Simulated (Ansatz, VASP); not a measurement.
## GaSb3: VASP beside Ansatz

Contents of INCAR:

```
PREC = Accurate
ENCUT = 520
EDIFF = 1E-6
ISMEAR = 0
SIGMA = 0.15
LREAL = F
LASPH = T
NELM = 100
ALGO = Normal
ISIF = 2
LWAVE = F
LCHARG = F
GGA = PS
IVDW = 12
NBANDS = 22
```

KPOINTS

```
regular mesh
0
Gamma
  14 14 14
```

Contents of POSCAR:

```
GaSb3
1.0
    0.0000000000      3.3740891218      4.0489069462
    3.3740891218      0.0000000000      4.0489069462
    3.3740891218      3.3740891218      0.0000000000
Ga Sb
1 3
Direct
    0.0000000000      0.0000000000      0.0000000000
    0.2500000000      0.2500000000      0.2500000000
    0.7500000000      0.7500000000      0.7500000000
    0.5000000000      0.5000000000      0.5000000000
```

Input for Ansatz:

```yaml
crystal:
  lattice:
    - [0.0, 3.3740891218, 4.0489069462]
    - [3.3740891218, 0.0, 4.0489069462]
    - [3.3740891218, 3.3740891218, 0.0]
  atoms:
    - { symbol: Ga, position: [0.0, 0.0, 0.0] }
    - { symbol: Sb, position: [0.25, 0.25, 0.25] }
    - { symbol: Sb, position: [0.75, 0.75, 0.75] }
    - { symbol: Sb, position: [0.5, 0.5, 0.5] }
basis:
  ecutwfc: 420
kpoints:
  mp_grid: { grid: [14, 14, 14] }
hamiltonian:
  xc: pbesol
  dispersion: d3bj
scf:
  occupations: { method: gaussian, width: 0.15 }
output:
  forces: true
  stress: true
  eigenvalues: true
```

Alike in both runs: task single point; functional PBEsol; dispersion D3(BJ); k mesh 14 × 14 × 14; occupations gaussian, width 0.15 eV; no spin polarisation.

|  | VASP | Ansatz |
| --- | --- | --- |
| version | VASP 6.6.1 | Ansatz 0.2.0 |
| potentials or method | VASP PAW PBE potentials, release 64 (Ga_d, Sb), cutoff 520 eV | scalar-relativistic, plane waves, PAW |
| valence electrons in the cell | 28 | 58 |

|  | VASP | Ansatz | Ansatz less VASP |
| --- | --- | --- | --- |
| gap on the k mesh at the Fermi level (eV) | none | none | - |
| pressure (GPa) | 1.4 | 1.3 | -0.07 |
| traceless stress, the component that is largest in VASP (GPa) | -0.95 | -0.95 | +0.002 |

VASP's potentials were made for PBE, not for PBEsol. A gap of «none» marks a metal or a gap that the smearing closes. VASP's potentials hold 28 valence electrons a cell and Ansatz's 58, so a difference there can come from the potentials and not from the codes.

Spin-orbit coupling is off throughout.
